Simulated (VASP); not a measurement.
Write the native input for VASP 6.6.1 that does the following.

* Task: single point
* Functional: BLYP
* Potentials or basis: VASP PAW PBE potentials, release 64 (Na_pv)
* Cutoff: 520 eV
* k mesh: 8 × 8 × 8
* Occupations: fermi-dirac, width 0.1 eV
* Spin: no spin polarisation
* Dipole correction: no
* Further INCAR settings: ALGO = Normal; EDIFF = 1e-06; NBANDS = 14

The structure of Na lies in POSCAR:

```
Na
1.0
    0.0000000000      4.0629502015      4.0629502015
    4.0629502015      0.0000000000      4.0629502015
    4.0629502015      4.0629502015      0.0000000000
Na
2
Direct
    0.1250000000      0.1250000000      0.1250000000
    0.8750000000      0.8750000000      0.8750000000
```

This cell differs from its parent crystal: volume scaled by 1.08.

The input as run:

INCAR

```
  AGGAC = 1.0
  AGGAX = 1.0
  ALDAC = 0.0
  ALDAX = 1.0
  ALGO = Normal
  EDIFF = 1E-6
  ENCUT = 520
  GGA = B5
  ISIF = 2
  ISMEAR = -1
  LASPH = T
  LCHARG = F
  LREAL = F
  LWAVE = F
  NBANDS = 14
  NELM = 80
  PREC = Accurate
  SIGMA = 0.1
```

KPOINTS

```
k-points
0
Gamma
  8 8 8
```

Potentials or basis: VASP PAW PBE potentials, release 64 (Na_pv).

The run is started by

```bash
$ cat potpaw_PBE.64/Na_pv/POTCAR > POTCAR
$ mpirun -np 1 vasp_std > vasp.out
```

Results of the run:

The pressure is -0.1 GPa and the band gap on the k mesh is zero (band 7 reaches -0.46 eV, above the bottom of band 8 at -0.63 eV).

Caveat: the PAW data sets were made with another functional, which shifts forces and pressure a little.

Run time: 45 s on 1 thread of Intel(R) Xeon(R) Platinum 8488C (Sapphire Rapids), on a shared host, peak memory 0.3 GiB.
